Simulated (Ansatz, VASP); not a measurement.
MgO: VASP beside Ansatz

```
Mg O
1.0
     3.30347    0.00000    0.00000
    -1.65173    2.86089    0.00000
     0.00000    0.00000   10.03878
Mg O
4 4
Direct
  0.20983 0.66667 0.98470
  0.45684 0.66667 0.51896
  0.59609 0.33333 0.24525
  0.73724 0.33333 0.75841
  0.25882 0.66667 0.18490
  0.40785 0.66667 0.71604
  0.78235 0.33333 0.45763
  0.55099 0.33333 0.94331
```

Change from the starting cell: mode 4 frozen in at -0.408 Å and mode 10 at -0.172 Å (largest displacements).

Alike in both runs: task single point; functional PBEsol; k mesh 9 × 9 × 4; occupations gaussian, width 0.05 eV; no spin polarisation.

```csv
,VASP,Ansatz
version,VASP 6.6.1,Ansatz 0.2.0
potentials or method,"VASP PAW PBE potentials, release 64 (Mg, O), cutoff 600 eV","scalar-relativistic, plane waves, PAW"
valence electrons in the cell,32,64
```

|  | VASP | Ansatz | Ansatz less VASP |
| --- | --- | --- | --- |
| gap on the k mesh at the Fermi level (eV) | 2.83 | 2.84 | +0.011 |
| least direct gap on the mesh (eV) | 2.83 | 2.84 | +0.011 |
| pressure (GPa) | -0.3 | 0.1 | +0.44 |
| traceless stress, the component that is largest in VASP (GPa) | -3.06 | -3.01 | +0.047 |
| rms of the force components (eV/Å) | 0.505 | 0.497 | -0.0083 |

VASP's potentials were made for PBE, not for PBEsol, and Ansatz warns of the same on its side. Atom by atom the forces differ by 0.010 eV/Å (rms over components). With one functional, cell and mesh, what is left measures potentials, basis and numerics. VASP's potentials hold 32 valence electrons a cell and Ansatz's 64, so a difference there can come from the potentials and not from the codes.
